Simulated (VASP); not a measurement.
# YRh2C2 (I4/mmm) in VASP: single point with PBE

Aim: the single point of YRh2C2 with PBE.

Everything below comes from runs of VASP 6.6.1. Logs are shortened: lines on timing, memory, paths and dates and some standing lists are left out, and cuts for length are marked.

**1. The cell of the first run**

Symmetry: I4/mmm, No. 139, tetragonal system. Conventional cell: a = 3.654 Å, b = 3.654 Å, c = 10.146 Å, α = 90.00°, β = 90.00°, γ = 90.00°. Y (site symmetry 4/mmm) has 10 C at 2.96 to 3.63 Å and 8 Rh at 3.13 Å and 4 Y at 3.65 Å within 3.9 Å. Rh (site symmetry -4m2) has 4 C at 2.13 Å and 4 Rh at 2.58 Å within 2.8 Å. C (site symmetry 4mm) has 4 Rh at 2.13 Å and 1 C at 2.88 Å and 4 Y at 2.96 Å within 3.0 Å.

**2. Single point, PBE**

INCAR

```
  PREC = Accurate
  ENCUT = 520
  EDIFF = 1E-6
  ISMEAR = -1
  SIGMA = 0.15
  LREAL = False
  LASPH = True
  NELM = 80
  ALGO = Normal
  ISIF = 2
  LWAVE = False
  LCHARG = False
  GGA = PE
  NBANDS = 32
```

KPOINTS

```
Automatic mesh
0
Gamma
  14 14 14
```

POSCAR

```
YRh2C2
1.0
   -1.8270565134      1.8270565134      5.0729059769
    1.8270565134     -1.8270565134      5.0729059769
    1.8270565134      1.8270565134     -5.0729059769
Y Rh C
1 2 2
Direct
    0.0000000000      0.0000000000      0.0000000000
    0.7500000000      0.2500000000      0.5000000000
    0.2500000000      0.7500000000      0.5000000000
    0.3580520963      0.3580520963      0.0000000000
    0.6419479037      0.6419479037      0.0000000000
```

Potentials or basis: VASP PAW PBE potentials, release 64 (Y_sv, Rh_pv, C).

Launch:

```console
$ cat potpaw_PBE.64/Y_sv/POTCAR potpaw_PBE.64/Rh_pv/POTCAR potpaw_PBE.64/C/POTCAR > POTCAR
$ mpirun -np 1 vasp_std > vasp.out
```

OUTCAR:

```text
PREC = Accurate
   ENCUT = 520
   EDIFF = 1E-6
   ISMEAR = -1
   LREAL = False
   LASPH = True
   NELM = 80
   ISIF = 2
   GGA = PE

 ion  position               nearest neighbor table
   1  0.000  0.000  0.000-   5 2.96   5 2.96   5 2.96   4 2.96   5 2.96   4 2.96   4 2.96   4 2.96
                             2 3.13   3 3.13   2 3.13   3 3.13   2 3.13   2 3.13   3 3.13   3 3.13
   2  0.750  0.250  0.500-   4 2.13   5 2.13   4 2.13   5 2.13   3 2.58   3 2.58   3 2.58   3 2.58
                             1 3.13   1 3.13   1 3.13   1 3.13
   3  0.250  0.750  0.500-   4 2.13   5 2.13   4 2.13   5 2.13   2 2.58   2 2.58   2 2.58   2 2.58
                             1 3.13   1 3.13   1 3.13   1 3.13
   4  0.358  0.358  0.000-   2 2.13   3 2.13   3 2.13   2 2.13   1 2.96   1 2.96   1 2.96   1 2.96

   5  0.642  0.642  0.000-   3 2.13   2 2.13   2 2.13   3 2.13   1 2.96   1 2.96   1 2.96   1 2.96

  LATTYP: Found a body centered tetragonal cell.
 ALAT       =     3.6541130268
 C/A-ratio  =     2.7765457388

  Lattice vectors:

 A1 = (  -1.8270565134,   1.8270565134,   5.0729059769)
 A2 = (   1.8270565134,  -1.8270565134,   5.0729059769)
 A3 = (   1.8270565134,   1.8270565134,  -5.0729059769)

Analysis of symmetry for initial positions (statically):
=====================================================================
 Subroutine PRICEL returns:
 Original cell was already a primitive cell.

 Routine SETGRP: Setting up the symmetry group for a
 body centered tetragonal supercell.

 Subroutine GETGRP returns: Found 16 space group operations
 (whereof 16 operations were pure point group operations)
 out of a pool of 16 trial point group operations.

The static configuration has the point symmetry D_4h.

Analysis of symmetry for dynamics (positions and initial velocities):
=====================================================================
 Subroutine PRICEL returns:
 Original cell was already a primitive cell.

 Routine SETGRP: Setting up the symmetry group for a
 body centered tetragonal supercell.

 Subroutine GETGRP returns: Found 16 space group operations
 (whereof 16 operations were pure point group operations)
 out of a pool of 16 trial point group operations.

The dynamic configuration has the point symmetry D_4h.

 Subroutine INISYM returns: Found 16 space group operations
 (whereof 16 operations are pure point group operations),
 and found     1 'primitive' translations

----------------------------------------------------------------------------------------

                                     Primitive cell

  volume of cell :      67.7362

  direct lattice vectors                    reciprocal lattice vectors
    -1.827056513  1.827056513  5.072905977     0.000000000  0.273664222  0.098562836
     1.827056513 -1.827056513  5.072905977     0.273664222  0.000000000  0.098562836
     1.827056513  1.827056513 -5.072905977     0.273664222  0.273664222  0.000000000

  length of vectors
     5.693034872  5.693034872  5.693034872     0.290872376  0.290872376  0.387019655

  position of ions in fractional coordinates (direct lattice)
     0.000000000  0.000000000  0.000000000
     0.750000000  0.250000000  0.500000000
     0.250000000  0.750000000  0.500000000
     0.358052096  0.358052096  0.000000000
     0.641947904  0.641947904  0.000000000

  ion indices of the primitive-cell ions
   primitive index   ion index
                 1           1
                 2           2
                 3           3
                 4           4
                 5           5

----------------------------------------------------------------------------------------

 KPOINTS: Automatic mesh

Automatic generation of k-mesh.
 Grid dimensions read from file:
 generate k-points for:   14   14   14

 Generating k-lattice:

  Cartesian coordinates                     Fractional coordinates (reciprocal lattice)
     0.000000000  0.019547444  0.007040203     0.071428571 -0.000000000  0.000000000
     0.019547444  0.000000000  0.007040203    -0.000000000  0.071428571  0.000000000
     0.019547444  0.019547444  0.000000000     0.000000000  0.000000000  0.071428571

  Length of vectors
     0.020776598  0.020776598  0.027644261

  Shift w.r.t. Gamma in fractional coordinates (k-lattice)
     0.000000000  0.000000000  0.000000000

 Subroutine IBZKPT returns following result:
 ===========================================

 Found    244 irreducible k-points:

 Following reciprocal coordinates:
            Coordinates               Weight
  0.000000  0.000000  0.000000      1.000000
  0.071429 -0.000000  0.000000      8.000000
  0.142857  0.000000  0.000000      8.000000
  0.214286  0.000000 -0.000000      8.000000
  0.285714 -0.000000  0.000000      8.000000
  0.357143 -0.000000  0.000000      8.000000
[... 16 lines left out ...]
  0.214286  0.142857 -0.000000     16.000000
  0.285714  0.142857 -0.000000     16.000000
 [... further k-points ...]
   k-points           NKPTS =    244   k-points in BZ     NKDIM =    244   number of bands    NBANDS=     32
   number of dos      NEDOS =    301   number of ions     NIONS =      5
   total plane-waves  NPLWV =  74088
   dimension x,y,z NGX =    42 NGY =   42 NGZ =   42
   dimension x,y,z NGXF=    84 NGYF=   84 NGZF=   84
   ions per type =               1   2   2
   NGX,Y,Z   is equivalent  to a cutoff of  12.26, 12.26, 12.26 a.u.
   NGXF,Y,Z  is equivalent  to a cutoff of  24.53, 24.53, 24.53 a.u.
 SYSTEM =  unknown system
   PREC   = accura    normal or accurate (medium, high low for compatibility)
   ISTART =      0    job   : 0-new  1-cont  2-samecut
   ICHARG =      2    charge: 1-file 2-atom 10-const
   ISPIN  =      1    spin polarized calculation?
   LNONCOLLINEAR =      F non collinear calculations
   LSORBIT =      F    spin-orbit coupling
   LASPH  =      T    aspherical Exc in radial PAW
   ENCUT  =  520.0 eV  38.22 Ry    6.18 a.u.  10.59 10.59 10.59*2*pi/ulx,y,z
   NELM   =     80;   NELMIN=  2; NELMDL= -5     # of ELM steps
   EDIFF  = 0.1E-05   stopping-criterion for ELM
   LREAL  =      F    real-space projection
   EDIFFG = 0.1E-04   stopping-criterion for IOM
   NSW    =      0    number of steps for IOM
   IBRION =     -1    ionic relax: 0-MD 1-quasi-New 2-CG
   NFREE  =      0    steps in history (QN), initial steepest desc. (CG)
   ISIF   =      2    stress and relaxation
   ISYM   =      2    0-nonsym 1-usesym 2-fastsym
   POTIM  = 0.5000    time-step for ionic-motion
   TEBEG  =    0.0;   TEEND  =   0.0 temperature during run
   PSTRESS=    0.0 pullay stress
   NELECT =      49.0000    total number of electrons
   NUPDOWN=      -1.0000    fix difference up-down
   EMIN   =  10.00;   EMAX   =-10.00  energy-range for DOS
   EFERMI =   0.00;   METHOD = LEGACY
   ISMEAR =    -1;   SIGMA  =   0.15  broadening in eV -4-tet -1-fermi 0-gaus
   EFERMI_NEDOS =   21; number of points for ismear=-14 and -15
   IALGO  =     38    algorithm
   IMIX   =      4    mixing-type and parameters
     AMIX     =   0.40;   BMIX     =  1.00
     AMIX_MAG =   1.60;   BMIX_MAG =  1.00
  volume/ion in A,a.u.               =      13.55        91.42
  Fermi-wavevector in a.u.,A,eV,Ry     =   1.469603  2.777146 29.384938  2.159732
  Thomas-Fermi vector in A             =   2.584960
   LORBIT       =      0    0 simple, 1 ext, 2 COOP (PROOUT), +10 PAW based schemes
   GGA     = PE    functional components
   LHFCALC =     F    Hartree Fock is set to
   AEXX    =    0.0000 exact exchange contribution
   IVDW    =     0    specifies the selected vdW correction
   LEPSILON=     F    determine dielectric tensor
   LRPA    =     F    only Hartree local field effects (RPA)
 non-spin polarized calculation
  energy-cutoff  :      520.00
  volume of cell :       67.74
 maximum number of plane-waves:      1847
   NGX = 21   NGY = 21   NGZ = 21

 number of electron      49.0000007 magnetization

 Free energy of the ion-electron system (eV)
  ---------------------------------------------------
  ext. energy  EPLUGINS =         0.00000000
  ---------------------------------------------------
  free energy    TOTEN  =       -38.85132792 eV

  energy without entropy =      -38.69193475  energy(sigma->0) =      -38.77163134

 E-fermi :   8.6943     XC(G=0): -12.2255

 val. band max:        8.6936957233   @ k =  -0.2143   0.2143   0.2143
 cond. band min:       8.6958253827   @ k =  -0.3571  -0.4286   0.0714
 fundamental gap:      0.0021296594
 Fermi energy:         8.6942793408

 k-point     1 :       0.0000    0.0000    0.0000
  band No.  band energies     occupation
      1     -39.2711      2.00000
      2     -39.2711      2.00000
      3     -38.8050      2.00000
      4     -38.7444      2.00000
      5     -38.7444      2.00000
      6     -38.6680      2.00000
[... 24 lines left out ...]
     31      12.1786      0.00000
     32      12.4620      0.00000

 k-point     2 :       0.0714   -0.0000    0.0000
  band No.  band energies     occupation
      1     -39.2654      2.00000
      2     -39.2647      2.00000
      3     -38.8033      2.00000
      4     -38.7520      2.00000
      5     -38.7511      2.00000
      6     -38.6696      2.00000
[... 24 lines left out ...]
     31      12.4155      0.00000
     32      12.6123      0.00000

 k-point     3 :       0.1429    0.0000    0.0000
  band No.  band energies     occupation
      1     -39.2486      2.00000
      2     -39.2457      2.00000
      3     -38.7981      2.00000
      4     -38.7743      2.00000
      5     -38.7711      2.00000
      6     -38.6746      2.00000
[... 24 lines left out ...]
     31      12.7218      0.00000
     32      12.8181      0.00000

 k-point     4 :       0.2143    0.0000   -0.0000
  band No.  band energies     occupation
      1     -39.2212      2.00000
      2     -39.2150      2.00000
      3     -38.8098      2.00000
      4     -38.8032      2.00000
      5     -38.7898      2.00000
      6     -38.6825      2.00000
[... 654 lines left out ...]
     31      12.2468      0.00000
     32      12.6854      0.00000

 k-point    23 :       0.2143    0.1429   -0.0000
  band No.  band energies     occupation
      1     -39.2878      2.00000
      2     -39.1106      2.00000
      3     -38.9205      2.00000
      4     -38.7845      2.00000
      5     -38.7364      2.00000
      6     -38.6875      2.00000
[... 24 lines left out ...]
     31      12.1598      0.00000
     32      12.6956      0.00000

 k-point    24 :       0.2857    0.1429   -0.0000
  band No.  band energies     occupation
      1     -39.2754      2.00000
      2     -39.0523      2.00000
      3     -38.9833      2.00000
      4     -38.7746      2.00000
      5     -38.7533      2.00000
      6     -38.6971      2.00000
[... 24 lines left out ...]
     31      12.4115      0.00000
     32      12.5668      0.00000

 [... further k-points ...]
[... 5 lines left out ...]
  --------------------------------------------------------------------------------------
  -------------------------------------------------------------------------------------
  Total        0.0065944      0.0065944     -0.0038839      0.0000000     -0.0000000      0.0000000
  in kB        0.1559776      0.1559776     -0.0918665      0.0000000     -0.0000000      0.0000000
  external PRESSURE =       0.0733629 kB  Pullay stress =       0.0000000 kB

 VOLUME and BASIS-vectors are now :
 -----------------------------------------------------------------------------
  energy-cutoff  :      520.00
  volume of cell :       67.74
      direct lattice vectors                 reciprocal lattice vectors
    -1.827056513  1.827056513  5.072905977     0.000000000  0.273664222  0.098562836
     1.827056513 -1.827056513  5.072905977     0.273664222  0.000000000  0.098562836
     1.827056513  1.827056513 -5.072905977     0.273664222  0.273664222  0.000000000

 POSITION                                       TOTAL-FORCE (eV/Angst)
 -----------------------------------------------------------------------------------
      0.00000      0.00000      0.00000         0.000000      0.000000      0.000000
      0.00000      1.82706      2.53645         0.000000      0.000000     -0.000000
      1.82706      0.00000      2.53645         0.000000      0.000000     -0.000000
      0.00000      0.00000      3.63273        -0.000000     -0.000000      0.010176
      0.00000      0.00000      6.51308        -0.000000     -0.000000     -0.010176
 -----------------------------------------------------------------------------------
    total drift:                               -0.000000     -0.000000     -0.000000

  FREE ENERGIE OF THE ION-ELECTRON SYSTEM (eV)
  ---------------------------------------------------
  free  energy   TOTEN  =       -38.8513279213 eV

  energy  without entropy=      -38.6919347525  energy(sigma->0) =      -38.77163134
```

It took 20 min on 1 thread of Oxide Virtual Turin-like, shared host; peak memory 0.63 GiB.

What came out:

```
Free energy            : -38.8513 eV
Pressure               : 0.0 GPa
Largest force          : 0.010 eV/Å
Band gap on the k mesh : zero (an odd number of electrons rules out a gap without spin polarisation)
```

Forces on the atoms (eV/Å):
```
Y    0.000  0.000  0.000
Rh   0.000  0.000  0.000
Rh   0.000  0.000  0.000
C    0.000  0.000  0.010
C    0.000  0.000 -0.010
```

Levels at points of the mesh, in eV from the Fermi level:
```tsv
k point	band 22	band 23	band 24	band 25	band 26	band 27
(0.00, 0.00, 0.00)	-1.13	-1.13	-1.09	-0.42	0.54	1.37
(0.50, 0.00, 0.00)	-3.40	-2.23	-1.91	0.55	0.93	1.99
(0.50, 0.50, 0.00)	-2.02	-1.76	-1.74	-1.26	-0.92	0.82
(0.50, 0.50, 0.50)	-0.81	-0.42	-0.42	0.54	0.63	1.18
```
